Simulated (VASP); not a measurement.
# PtSe2 (P-3m1) in VASP: single point with PBE

Aim: the single point of PtSe2 with PBE.

All numbers are computed with VASP 6.6.1; they aren't measurements. Logs are shortened: lines on timing, memory, paths and dates and some standing lists are left out, and cuts for length are marked.

## 1. The cell of the first run

It takes space group P-3m1 (No. 164, trigonal). Conventional cell: a = 3.727 Å, b = 3.727 Å, c = 5.800 Å, α = 90.00°, β = 90.00°, γ = 120.00°. Within 3.3 Å of Pt (site symmetry -3m) lie 6 Se at 2.52 Å. Within 3.5 Å of Se (site symmetry 3m) lie 3 Pt at 2.52 Å and 3 Se at 3.40 Å.

## 2. Single point, PBE

Contents of INCAR:

```
SYSTEM = PtSe2
PREC = Accurate ; ENCUT = 520
EDIFF = 1E-6 ; ISMEAR = 0
SIGMA = 0.02 ; LREAL = .FALSE.
LASPH = .TRUE. ; NELM = 100
ALGO = Normal ; ISIF = 2
LWAVE = .FALSE. ; LCHARG = .FALSE.
GGA = PE ; NBANDS = 18
```

Contents of KPOINTS:

```
Automatic mesh
0
G
  14 14 10
  0 0 0
```

Contents of POSCAR:

```
PtSe2
1.0
    3.7270000000      0.0000000000      0.0000000000
   -1.8635000000      3.2276766799      0.0000000000
    0.0000000000      0.0000000000      5.8000000000
Pt Se
1 2
Direct
    0.0000000000      0.0000000000      0.0000000000
    0.3333333333      0.6666666667      0.2273194706
    0.6666666667      0.3333333333      0.7726805294
```

Potentials or basis: VASP PAW PBE potentials, release 64 (Pt, Se).

Launch:

```bash
> cat potpaw_PBE.64/Pt/POTCAR potpaw_PBE.64/Se/POTCAR > POTCAR
> mpirun -np 1 vasp_std > vasp.out
```

OUTCAR:

```text
SYSTEM = PtSe2
   PREC = Accurate
   ENCUT = 520
   EDIFF = 1E-6
   ISMEAR = 0
   LREAL = .FALSE.
   LASPH = .TRUE.
   NELM = 100
   ISIF = 2
   GGA = PE

 ion  position               nearest neighbor table
   1  0.000  0.000  0.000-   2 2.52   3 2.52   2 2.52   3 2.52   3 2.52   2 2.52
   2  0.333  0.667  0.227-   1 2.52   1 2.52   1 2.52
   3  0.667  0.333  0.773-   1 2.52   1 2.52   1 2.52

  LATTYP: Found a hexagonal cell.
 ALAT       =     3.7270000000
 C/A-ratio  =     1.5562114301

  Lattice vectors:

 A1 = (   3.7270000000,   0.0000000000,   0.0000000000)
 A2 = (  -1.8635000000,   3.2276766799,   0.0000000000)
 A3 = (   0.0000000000,   0.0000000000,   5.8000000000)

Analysis of symmetry for initial positions (statically):
=====================================================================
 Subroutine PRICEL returns:
 Original cell was already a primitive cell.

 Routine SETGRP: Setting up the symmetry group for a
 hexagonal supercell.

 Subroutine GETGRP returns: Found 12 space group operations
 (whereof 12 operations were pure point group operations)
 out of a pool of 24 trial point group operations.

The static configuration has the point symmetry D_3d.

Analysis of symmetry for dynamics (positions and initial velocities):
=====================================================================
 Subroutine PRICEL returns:
 Original cell was already a primitive cell.

 Routine SETGRP: Setting up the symmetry group for a
 hexagonal supercell.

 Subroutine GETGRP returns: Found 12 space group operations
 (whereof 12 operations were pure point group operations)
 out of a pool of 24 trial point group operations.

The dynamic configuration has the point symmetry D_3d.

 Subroutine INISYM returns: Found 12 space group operations
 (whereof 12 operations are pure point group operations),
 and found     1 'primitive' translations

----------------------------------------------------------------------------------------

                                     Primitive cell

  volume of cell :      69.7714

  direct lattice vectors                    reciprocal lattice vectors
     3.727000000  0.000000000  0.000000000     0.268312316  0.154910188  0.000000000
    -1.863500000  3.227676680  0.000000000     0.000000000  0.309820375  0.000000000
     0.000000000  0.000000000  5.800000000     0.000000000  0.000000000  0.172413793

  length of vectors
[... 76 lines left out ...]
   ISTART =      0    job   : 0-new  1-cont  2-samecut
   ICHARG =      2    charge: 1-file 2-atom 10-const
   ISPIN  =      1    spin polarized calculation?
   LNONCOLLINEAR =      F non collinear calculations
   LSORBIT =      F    spin-orbit coupling
   LASPH  =      T    aspherical Exc in radial PAW
   ENCUT  =  520.0 eV  38.22 Ry    6.18 a.u.   6.93  6.93 10.78*2*pi/ulx,y,z
   NELM   =    100;   NELMIN=  2; NELMDL= -5     # of ELM steps
   EDIFF  = 0.1E-05   stopping-criterion for ELM
   LREAL  =      F    real-space projection
   EDIFFG = 0.1E-04   stopping-criterion for IOM
   NSW    =      0    number of steps for IOM
   IBRION =     -1    ionic relax: 0-MD 1-quasi-New 2-CG
   NFREE  =      0    steps in history (QN), initial steepest desc. (CG)
   ISIF   =      2    stress and relaxation
   ISYM   =      2    0-nonsym 1-usesym 2-fastsym
   POTIM  = 0.5000    time-step for ionic-motion
   TEBEG  =    0.0;   TEEND  =   0.0 temperature during run
   PSTRESS=    0.0 pullay stress
   NELECT =      22.0000    total number of electrons
   NUPDOWN=      -1.0000    fix difference up-down
   EMIN   =  10.00;   EMAX   =-10.00  energy-range for DOS
   EFERMI =   0.00;   METHOD = LEGACY
   ISMEAR =     0;   SIGMA  =   0.02  broadening in eV -4-tet -1-fermi 0-gaus
   EFERMI_NEDOS =   21; number of points for ismear=-14 and -15
   IALGO  =     38    algorithm
   IMIX   =      4    mixing-type and parameters
     AMIX     =   0.40;   BMIX     =  1.00
     AMIX_MAG =   1.60;   BMIX_MAG =  1.00
  volume/ion in A,a.u.               =      23.26       156.95
  Fermi-wavevector in a.u.,A,eV,Ry     =   1.114269  2.105662 16.892921  1.241595
  Thomas-Fermi vector in A             =   2.250862
   LORBIT       =      0    0 simple, 1 ext, 2 COOP (PROOUT), +10 PAW based schemes
   GGA     = PE    functional components
   LHFCALC =     F    Hartree Fock is set to
   AEXX    =    0.0000 exact exchange contribution
   IVDW    =     0    specifies the selected vdW correction
   LEPSILON=     F    determine dielectric tensor
   LRPA    =     F    only Hartree local field effects (RPA)
 non-spin polarized calculation
 Gauss-broadening in eV      SIGMA  =   0.02
  energy-cutoff  :      520.00
  volume of cell :       69.77
 maximum number of plane-waves:      1902
   NGX = 13   NGY = 13   NGZ = 21

 number of electron      21.9999998 magnetization

 Free energy of the ion-electron system (eV)
  ---------------------------------------------------
  ext. energy  EPLUGINS =         0.00000000
  ---------------------------------------------------
  free energy    TOTEN  =       -14.28714080 eV

  energy without entropy =      -14.28714080  energy(sigma->0) =      -14.28714080

 E-fermi :   4.7157     XC(G=0):  -9.8000

 val. band max:        4.6158547014   @ k =   0.0000   0.1429   0.1000
 cond. band min:       4.9613456221   @ k =   0.0000   0.2857   0.3000
 fundamental gap:      0.3454909207
 Fermi energy:         4.7156658344

 k-point     1 :       0.0000    0.0000    0.0000
  band No.  band energies     occupation
      1     -10.1093      2.00000
      2      -8.0857      2.00000
      3      -1.5508      2.00000
      4      -1.0760      2.00000
      5      -1.0760      2.00000
      6       1.1541      2.00000
[... 481 lines left out ...]
      5      -0.7037      2.00000
      6       0.4414      2.00000
[... 10 lines left out ...]
     17      13.9655      0.00000
     18      14.4122      0.00000

 [... further k-points ...]
[... 5 lines left out ...]
  --------------------------------------------------------------------------------------
  -------------------------------------------------------------------------------------
  Total        0.7609019      0.7609019      0.2312303      0.0000000      0.0000000      0.0000000
  in kB       17.4727726     17.4727726      5.3097961      0.0000000      0.0000000      0.0000000
  external PRESSURE =      13.4184471 kB  Pullay stress =       0.0000000 kB

 VOLUME and BASIS-vectors are now :
 -----------------------------------------------------------------------------
  energy-cutoff  :      520.00
  volume of cell :       69.77
      direct lattice vectors                 reciprocal lattice vectors
     3.727000000  0.000000000  0.000000000     0.268312316  0.154910188  0.000000000
    -1.863500000  3.227676680  0.000000000     0.000000000  0.309820375  0.000000000
     0.000000000  0.000000000  5.800000000     0.000000000  0.000000000  0.172413793

 POSITION                                       TOTAL-FORCE (eV/Angst)
 -----------------------------------------------------------------------------------
      0.00000      0.00000      0.00000        -0.000000      0.000000      0.000000
     -0.00000      2.15178      1.31845        -0.000000      0.000000     -0.000916
      1.86350      1.07589      4.48155         0.000000     -0.000000      0.000916
 -----------------------------------------------------------------------------------
    total drift:                               -0.000000     -0.000000      0.000000

  FREE ENERGIE OF THE ION-ELECTRON SYSTEM (eV)
  ---------------------------------------------------
  free  energy   TOTEN  =       -14.2871408010 eV

  energy  without entropy=      -14.2871408010  energy(sigma->0) =      -14.28714080
```

OSZICAR:

```text
N       E                     dE             d eps       ncg     rms          rms(c)
DAV:   1     0.111273894343E+03    0.11127E+03   -0.98832E+03  7576   0.106E+03
DAV:   2    -0.969361445371E+01   -0.12097E+03   -0.11675E+03  9260   0.206E+02
DAV:   3    -0.150759642586E+02   -0.53823E+01   -0.53477E+01  9216   0.439E+01
DAV:   4    -0.151224424981E+02   -0.46478E-01   -0.46458E-01  9252   0.441E+00
DAV:   5    -0.151230417390E+02   -0.59924E-03   -0.59922E-03  9200   0.483E-01    0.121E+01
DAV:   6    -0.145100111502E+02    0.61303E+00   -0.40802E+00  7766   0.191E+01    0.698E+00
DAV:   7    -0.143050202190E+02    0.20499E+00   -0.80700E-01  7684   0.888E+00    0.360E+00
DAV:   8    -0.142893808404E+02    0.15639E-01   -0.51663E-02  8368   0.157E+00    0.767E-01
DAV:   9    -0.142868488981E+02    0.25319E-02   -0.79275E-03  8422   0.883E-01    0.186E-01
DAV:  10    -0.142871339478E+02   -0.28505E-03   -0.15130E-03  8664   0.236E-01    0.482E-02
DAV:  11    -0.142871354016E+02   -0.14538E-05   -0.64112E-05  9826   0.659E-02    0.292E-02
DAV:  12    -0.142871403187E+02   -0.49170E-05   -0.15013E-05  8052   0.252E-02    0.529E-03
DAV:  13    -0.142871408010E+02   -0.48236E-06   -0.19528E-06  8654   0.903E-03
   1 F= -.14287141E+02 E0= -.14287141E+02  d E =-.592945E-15
```

It took 4.7 min on 1 thread of Intel Xeon Platinum 8259CL at 2.50GHz (Skylake/Cascade Lake), shared host; peak memory 0.38 GiB.

Results:

```
Free energy            : -14.2871 eV
Pressure               : 1.3 GPa
Band gap on the k mesh : 0.35 eV (least direct gap 0.75 eV)
```

Stress tensor (GPa, compression positive):
```
1.75 0.00 0.00
0.00 1.75 0.00
0.00 0.00 0.53
```

Caveat: spin-orbit coupling is left out, which moves the levels of the heavy elements; this functional lacks dispersion, which binds layers or chains, so the pressure and a relaxed spacing across them are unreliable. A k mesh can miss the band edges.
